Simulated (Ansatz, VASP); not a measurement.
Mg in VASP and in Ansatz

File INCAR:

```
PREC     = Accurate       # precision mode
ENCUT    = 600            # plane-wave cutoff, eV
EDIFF    = 1E-6           # SCF threshold, eV
ISMEAR   = 0              # smearing method
SIGMA    = 0.05           # smearing width, eV
LREAL    = F              # projectors in reciprocal space
LASPH    = T              # aspherical terms in the spheres
NELM     = 120            # most SCF steps
ALGO     = Normal         # electronic algorithm
ISIF     = 2              # what is computed and relaxed
LWAVE    = F              # write WAVECAR
LCHARG   = F              # write CHGCAR
GGA      = PE             # functional
NBANDS   = 7              # bands
GGA_COMPAT= F
```

The input KPOINTS:

```
Automatic mesh
0
Gamma
  8 8 8
```

The input POSCAR:

```
Mg
1.0
   -1.7876214303      1.7876214303      1.7876214303
    1.7876214303     -1.7876214303      1.7876214303
    1.7876214303      1.7876214303     -1.7876214303
Mg
1
Direct
    0.0000000000      0.0000000000      0.0000000000
```

Input for Ansatz:

```yaml
crystal:
  lattice:
    - [-1.7876214303, 1.7876214303, 1.7876214303]
    - [1.7876214303, -1.7876214303, 1.7876214303]
    - [1.7876214303, 1.7876214303, -1.7876214303]
  atoms:
    - { symbol: Mg, position: [0.0, 0.0, 0.0] }
basis:
  ecutwfc: 420
  ecutrho_ratio: 4
kpoints:
  mp_grid: { grid: [8, 8, 8] }
hamiltonian:
  xc: pbe
scf:
  occupations: { method: gaussian, width: 0.05 }
output:
  forces: true
  stress: true
  eigenvalues: true
```

Alike in both runs: task single point; functional PBE; k mesh 8 × 8 × 8; occupations gaussian, width 0.05 eV; no spin polarisation.

|  | VASP | Ansatz |
| --- | --- | --- |
| version | VASP 6.6.1 | Ansatz 0.2.0 |
| potentials or method | VASP PAW PBE potentials, release 64 (Mg), cutoff 600 eV | scalar-relativistic, plane waves, PAW |
| valence electrons in the cell | 2 | 10 |

```tsv
	VASP	Ansatz	Ansatz less VASP
gap on the k mesh at the Fermi level (eV)	none	none	-
pressure (GPa)	-0.1	0.0	+0.13
```

A gap of «none» marks a metal or a gap that the smearing closes. With one functional, cell and mesh, what is left measures potentials, basis and numerics. VASP's potentials hold 2 valence electrons a cell and Ansatz's 10, so a difference there can come from the potentials and not from the codes.
